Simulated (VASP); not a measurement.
# PbI2 (P-3m1) in VASP: a series of runs

The runs below take PbI2 through single point, with LDA.

Everything below comes from runs of VASP 6.6.1. Logs are shortened: lines on timing, memory, paths and dates and some standing lists are left out, and cuts for length are marked.

**1. The cell of the first run**

It takes space group P-3m1 (No. 164, trigonal). Conventional cell: a = 4.809 Å, b = 4.809 Å, c = 6.261 Å, α = 90.00°, β = 90.00°, γ = 120.00°. Pb (site symmetry -3m) has 6 I at 3.23 Å within 4.3 Å. I (site symmetry 3m) has 3 Pb at 3.23 Å and 6 I at 4.05 to 4.33 Å within 4.4 Å.

**2. Single point, LDA**

The input, INCAR:

```
SYSTEM = PbI2
  ALGO = Normal
  EDIFF = 1E-6
  ENCUT = 500
  GGA = CA
  GGA_COMPAT = .False.
  ISIF = 2
  ISMEAR = 0
  LASPH = .True.
  LCHARG = .False.
  LREAL = .False.
  LWAVE = .False.
  NBANDS = 21
  NELM = 120
  PREC = Accurate
  SIGMA = 0.05
```

The input, KPOINTS:

```
k-points
0
Gamma
  9 9 6
  0 0 0
```

The input, POSCAR:

```
PbI2
1.0
    4.8085660186      0.0000000000      0.0000000000
   -2.4042830093      4.1643403278      0.0000000000
    0.0000000000      0.0000000000      6.2605814987
Pb I
1 2
Direct
    0.0000000000      0.0000000000      0.0000000000
    0.3333333333      0.6666666667      0.2650000000
    0.6666666667      0.3333333333      0.7350000000
```

Potentials or basis: VASP PAW LDA potentials, release 64 (Pb_d, I).

On the command line:

```console
cat potpaw_LDA.64/Pb_d/POTCAR potpaw_LDA.64/I/POTCAR > POTCAR
mpirun -np 1 vasp_std > vasp.out
```

OUTCAR:

```text
SYSTEM = PbI2
   EDIFF = 1E-6
   ENCUT = 500
   GGA = CA
   ISIF = 2
   ISMEAR = 0
   LASPH = .True.
   LREAL = .False.
   NELM = 120
   PREC = Accurate

 ion  position               nearest neighbor table
   1  0.000  0.000  0.000-   2 3.23   3 3.23   2 3.23   3 3.23   3 3.23   2 3.23
   2  0.333  0.667  0.265-   1 3.23   1 3.23   1 3.23
   3  0.667  0.333  0.735-   1 3.23   1 3.23   1 3.23

  LATTYP: Found a hexagonal cell.
 ALAT       =     4.8085660186
 C/A-ratio  =     1.3019643433

  Lattice vectors:

 A1 = (   4.8085660186,   0.0000000000,   0.0000000000)
 A2 = (  -2.4042830093,   4.1643403278,   0.0000000000)
 A3 = (   0.0000000000,   0.0000000000,   6.2605814987)

Analysis of symmetry for initial positions (statically):
=====================================================================
 Subroutine PRICEL returns:
 Original cell was already a primitive cell.

 Routine SETGRP: Setting up the symmetry group for a
 hexagonal supercell.

 Subroutine GETGRP returns: Found 12 space group operations
 (whereof 12 operations were pure point group operations)
 out of a pool of 24 trial point group operations.

The static configuration has the point symmetry D_3d.

Analysis of symmetry for dynamics (positions and initial velocities):
=====================================================================
 Subroutine PRICEL returns:
 Original cell was already a primitive cell.

 Routine SETGRP: Setting up the symmetry group for a
 hexagonal supercell.

 Subroutine GETGRP returns: Found 12 space group operations
 (whereof 12 operations were pure point group operations)
 out of a pool of 24 trial point group operations.

The dynamic configuration has the point symmetry D_3d.

 Subroutine INISYM returns: Found 12 space group operations
 (whereof 12 operations are pure point group operations),
 and found     1 'primitive' translations

----------------------------------------------------------------------------------------

                                     Primitive cell

  volume of cell :     125.3650

  direct lattice vectors                    reciprocal lattice vectors
     4.808566019  0.000000000  0.000000000     0.207962207  0.120067036  0.000000000
    -2.404283009  4.164340328  0.000000000     0.000000000  0.240134072  0.000000000
     0.000000000  0.000000000  6.260581499     0.000000000  0.000000000  0.159729571

  length of vectors
     4.808566019  4.808566019  6.260581499     0.240134072  0.240134072  0.159729571

  position of ions in fractional coordinates (direct lattice)
     0.000000000  0.000000000  0.000000000
     0.333333333  0.666666667  0.265000000
     0.666666667  0.333333333  0.735000000

  ion indices of the primitive-cell ions
   primitive index   ion index
                 1           1
                 2           2
                 3           3

----------------------------------------------------------------------------------------

 KPOINTS: k-points

Automatic generation of k-mesh.
 Grid dimensions read from file:
 generate k-points for:    9    9    6

 Generating k-lattice:

  Cartesian coordinates                     Fractional coordinates (reciprocal lattice)
     0.023106912  0.013340782  0.000000000     0.111111111  0.000000000  0.000000000
     0.000000000  0.026681564  0.000000000     0.000000000  0.111111111  0.000000000
     0.000000000  0.000000000  0.026621595     0.000000000  0.000000000  0.166666667

  Length of vectors
     0.026681564  0.026681564  0.026621595

  Shift w.r.t. Gamma in fractional coordinates (k-lattice)
     0.000000000  0.000000000  0.000000000

 Subroutine IBZKPT returns following result:
 ===========================================

 Found     62 irreducible k-points:

 Following reciprocal coordinates:
            Coordinates               Weight
  0.000000  0.000000  0.000000      1.000000
  0.111111 -0.000000  0.000000      6.000000
  0.222222 -0.000000  0.000000      6.000000
  0.333333  0.000000  0.000000      6.000000
  0.444444 -0.000000  0.000000      6.000000
  0.111111  0.111111  0.000000      6.000000
[... 16 lines left out ...]
  0.222222  0.111111  0.166667     12.000000
 -0.111111  0.333333  0.166667     12.000000
 [... further k-points ...]
   k-points           NKPTS =     62   k-points in BZ     NKDIM =     62   number of bands    NBANDS=     21
   number of dos      NEDOS =    301   number of ions     NIONS =      3
   total plane-waves  NPLWV =  62208
   dimension x,y,z NGX =    36 NGY =   36 NGZ =   48
   dimension x,y,z NGXF=    72 NGYF=   72 NGZF=   96
   ions per type =               1   2
   NGX,Y,Z   is equivalent  to a cutoff of  12.45, 12.45, 12.75 a.u.
   NGXF,Y,Z  is equivalent  to a cutoff of  24.89, 24.89, 25.49 a.u.
 SYSTEM =  PbI2
   PREC   = accura    normal or accurate (medium, high low for compatibility)
   ISTART =      0    job   : 0-new  1-cont  2-samecut
   ICHARG =      2    charge: 1-file 2-atom 10-const
   ISPIN  =      1    spin polarized calculation?
   LNONCOLLINEAR =      F non collinear calculations
   LSORBIT =      F    spin-orbit coupling
   LASPH  =      T    aspherical Exc in radial PAW
   ENCUT  =  500.0 eV  36.75 Ry    6.06 a.u.   8.77  8.77 11.41*2*pi/ulx,y,z
   NELM   =    120;   NELMIN=  2; NELMDL= -5     # of ELM steps
   EDIFF  = 0.1E-05   stopping-criterion for ELM
   LREAL  =      F    real-space projection
   EDIFFG = 0.1E-04   stopping-criterion for IOM
   NSW    =      0    number of steps for IOM
   IBRION =     -1    ionic relax: 0-MD 1-quasi-New 2-CG
   NFREE  =      0    steps in history (QN), initial steepest desc. (CG)
   ISIF   =      2    stress and relaxation
   ISYM   =      2    0-nonsym 1-usesym 2-fastsym
   POTIM  = 0.5000    time-step for ionic-motion
   TEBEG  =    0.0;   TEEND  =   0.0 temperature during run
   PSTRESS=    0.0 pullay stress
   NELECT =      28.0000    total number of electrons
   NUPDOWN=      -1.0000    fix difference up-down
   EMIN   =  10.00;   EMAX   =-10.00  energy-range for DOS
   EFERMI =   0.00;   METHOD = LEGACY
   ISMEAR =     0;   SIGMA  =   0.05  broadening in eV -4-tet -1-fermi 0-gaus
   EFERMI_NEDOS =   21; number of points for ismear=-14 and -15
   IALGO  =     38    algorithm
   IMIX   =      4    mixing-type and parameters
     AMIX     =   0.40;   BMIX     =  1.00
     AMIX_MAG =   1.60;   BMIX_MAG =  1.00
  volume/ion in A,a.u.               =      41.79       282.00
  Fermi-wavevector in a.u.,A,eV,Ry     =   0.993273  1.877014 13.423392  0.986591
  Thomas-Fermi vector in A             =   2.125143
   LORBIT       =      0    0 simple, 1 ext, 2 COOP (PROOUT), +10 PAW based schemes
   GGA     = CA    functional components
   LHFCALC =     F    Hartree Fock is set to
   AEXX    =    0.0000 exact exchange contribution
   IVDW    =     0    specifies the selected vdW correction
   LEPSILON=     F    determine dielectric tensor
   LRPA    =     F    only Hartree local field effects (RPA)
 non-spin polarized calculation
 Gauss-broadening in eV      SIGMA  =   0.05
  energy-cutoff  :      500.00
  volume of cell :      125.37
 maximum number of plane-waves:      3209
 NGX is ok and might be reduce to    36

 number of electron      27.9999996 magnetization

 Free energy of the ion-electron system (eV)
  ---------------------------------------------------
  ext. energy  EPLUGINS =         0.00000000
  ---------------------------------------------------
  free energy    TOTEN  =        -9.94795096 eV

  energy without entropy =       -9.94795096  energy(sigma->0) =       -9.94795096

 E-fermi :   2.8016     XC(G=0):  -8.5103

 val. band max:        2.5864702706   @ k =   0.3333   0.3333   0.5000
 cond. band min:       4.1682915642   @ k =   0.0000   0.0000   0.5000
 fundamental gap:      1.5818212937
 Fermi energy:         2.8015729531

 k-point     1 :       0.0000    0.0000    0.0000
  band No.  band energies     occupation
      1     -13.6267      2.00000
      2     -13.6267      2.00000
      3     -13.6237      2.00000
      4     -13.5939      2.00000
      5     -13.5939      2.00000
      6      -9.7323      2.00000
[... 13 lines left out ...]
     20      10.1710      0.00000
     21      10.1711      0.00000

 k-point     2 :       0.1111   -0.0000    0.0000
  band No.  band energies     occupation
      1     -13.6307      2.00000
      2     -13.6266      2.00000
      3     -13.6226      2.00000
      4     -13.5942      2.00000
      5     -13.5927      2.00000
      6      -9.6818      2.00000
[... 13 lines left out ...]
     20       9.7190      0.00000
     21      10.0868      0.00000

 k-point     3 :       0.2222   -0.0000    0.0000
  band No.  band energies     occupation
      1     -13.6408      2.00000
      2     -13.6264      2.00000
      3     -13.6200      2.00000
      4     -13.5948      2.00000
      5     -13.5894      2.00000
      6      -9.5401      2.00000
[... 13 lines left out ...]
     20       9.9850      0.00000
     21      10.0566      0.00000

 k-point     4 :       0.3333    0.0000    0.0000
  band No.  band energies     occupation
      1     -13.6523      2.00000
      2     -13.6264      2.00000
      3     -13.6173      2.00000
      4     -13.5951      2.00000
      5     -13.5853      2.00000
      6      -9.3409      2.00000
[... 13 lines left out ...]
     20      10.4515      0.00000
     21      10.6815      0.00000

 k-point     5 :       0.4444   -0.0000    0.0000
  band No.  band energies     occupation
      1     -13.6598      2.00000
      2     -13.6265      2.00000
      3     -13.6158      2.00000
      4     -13.5952      2.00000
      5     -13.5826      2.00000
      6      -9.1585      2.00000
[... 13 lines left out ...]
     20      10.8434      0.00000
     21      11.1602      0.00000
[... 382 lines left out ...]
     20      10.4793      0.00000
     21      11.0289      0.00000

 k-point    22 :       0.1111    0.1111    0.1667
  band No.  band energies     occupation
      1     -13.6372      2.00000
      2     -13.6272      2.00000
      3     -13.6205      2.00000
      4     -13.5946      2.00000
      5     -13.5905      2.00000
      6      -9.5451      2.00000
[... 13 lines left out ...]
     20       9.8234      0.00000
     21      10.1816      0.00000

 k-point    23 :       0.2222    0.1111    0.1667
  band No.  band energies     occupation
      1     -13.6468      2.00000
      2     -13.6282      2.00000
      3     -13.6179      2.00000
      4     -13.5948      2.00000
      5     -13.5873      2.00000
      6      -9.3787      2.00000
[... 13 lines left out ...]
     20      10.7271      0.00000
     21      10.7883      0.00000

 k-point    24 :      -0.1111    0.3333    0.1667
  band No.  band energies     occupation
      1     -13.6468      2.00000
      2     -13.6282      2.00000
      3     -13.6179      2.00000
      4     -13.5948      2.00000
      5     -13.5872      2.00000
      6      -9.3794      2.00000
[... 13 lines left out ...]
     20      10.0896      0.00000
     21      10.3982      0.00000

 [... further k-points ...]
[... 5 lines left out ...]
  --------------------------------------------------------------------------------------
  -------------------------------------------------------------------------------------
  Total       -1.3898303     -1.3898303     -0.0653541      0.0000000      0.0000000      0.0000000
  in kB      -17.7621643    -17.7621643     -0.8352314      0.0000000      0.0000000      0.0000000
  external PRESSURE =     -12.1198533 kB  Pullay stress =       0.0000000 kB

 VOLUME and BASIS-vectors are now :
 -----------------------------------------------------------------------------
  energy-cutoff  :      500.00
  volume of cell :      125.37
      direct lattice vectors                 reciprocal lattice vectors
     4.808566019  0.000000000  0.000000000     0.207962207  0.120067036  0.000000000
    -2.404283009  4.164340328  0.000000000     0.000000000  0.240134072  0.000000000
     0.000000000  0.000000000  6.260581499     0.000000000  0.000000000  0.159729571

 POSITION                                       TOTAL-FORCE (eV/Angst)
 -----------------------------------------------------------------------------------
      0.00000      0.00000      0.00000        -0.000000      0.000000      0.000000
     -0.00000      2.77623      1.65905         0.000000     -0.000000      0.010389
      2.40428      1.38811      4.60153        -0.000000      0.000000     -0.010389
 -----------------------------------------------------------------------------------
    total drift:                               -0.000000     -0.000000      0.000000

  FREE ENERGIE OF THE ION-ELECTRON SYSTEM (eV)
  ---------------------------------------------------
  free  energy   TOTEN  =        -9.9479509592 eV

  energy  without entropy=       -9.9479509592  energy(sigma->0) =       -9.94795096
```

Wall time 43 s (1 thread of Intel Xeon 6975P-C (Granite Rapids), shared host); peak memory 0.29 GiB.

Results:

| Item | Value |
| --- | --- |
| Free energy | -9.9480 eV |
| Pressure | -1.2 GPa |
| Largest force | 0.010 eV/Å |
| Band gap on the k mesh | 1.58 eV (least direct gap 1.92 eV) |

Forces in eV/Å, atoms in the order of the input:
```
Pb   0.000  0.000  0.000
I    0.000  0.000  0.010
I    0.000  0.000 -0.010
```

Stress tensor (GPa, compression positive):
```
-1.78  0.00  0.00
 0.00 -1.78  0.00
 0.00  0.00 -0.08
```

Caveat: spin-orbit coupling is left out, which moves the levels of the heavy elements. A k mesh can miss the band edges.

**3. Single point, LDA**

This run uses another cell than the first one, of the same volume but with other edges.

The input, INCAR:

```
ALGO = Normal
EDIFF = 1E-6
ENCUT = 500
GGA_COMPAT = F
ISIF = 2
ISMEAR = 0
LASPH = T
LCHARG = F
LREAL = F
LWAVE = F
NBANDS = 21
NELM = 120
PREC = Accurate
SIGMA = 0.05
```

The input, KPOINTS:

```
k-points
0
Gamma
  9 9 6
```

The input, POSCAR:

```
PbI2
1.0
    4.2864208579      0.0000000000      0.0000000000
   -2.1432104290      3.7121493543      0.0000000000
    0.0000000000      0.0000000000      7.8787300482
Pb I
1 2
Direct
    0.0000000000      0.0000000000      0.0000000000
    0.3333333333      0.6666666667      0.2650000000
    0.6666666667      0.3333333333      0.7350000000
```

Potentials or basis: VASP PAW LDA potentials, release 64 (Pb_d, I).

On the command line:

```console
cat potpaw_LDA.64/Pb_d/POTCAR potpaw_LDA.64/I/POTCAR > POTCAR
mpirun -np 1 vasp_std > vasp.out
```

It took 42 s on 1 thread of Intel Xeon 6975P-C (Granite Rapids), shared host; peak memory 0.29 GiB.

It converged, with:

| Property | Result |
| --- | --- |
| Free energy | -9.9091 eV |
| Pressure | -1.2 GPa |
| Largest force | 0.399 eV/Å |
| Band gap on the k mesh | 2.31 eV (least direct gap 2.43 eV) |

Forces in eV/Å, atoms in the order of the input:
```
Pb   0.000  0.000  0.000
I    0.000  0.000 -0.399
I    0.000  0.000  0.399
```

Stress tensor (GPa, compression positive):
```
-0.31  0.00  0.00
 0.00 -0.31  0.00
 0.00  0.00 -3.13
```

Levels at points of the mesh, in eV from the valence-band top:
```csv
k point,band 12,band 13,band 14,band 15,band 16,band 17
"(0.00, 0.00, 0.00)",-0.72,-0.58,-0.58,2.77,3.48,3.48
"(0.00, 0.00, 0.50)",-0.50,-0.50,0.00,2.43,3.41,3.41
```

Caveat: spin-orbit coupling is left out, which moves the levels of the heavy elements. A k mesh can miss the band edges.

(Part 1 of 2 ends here.)
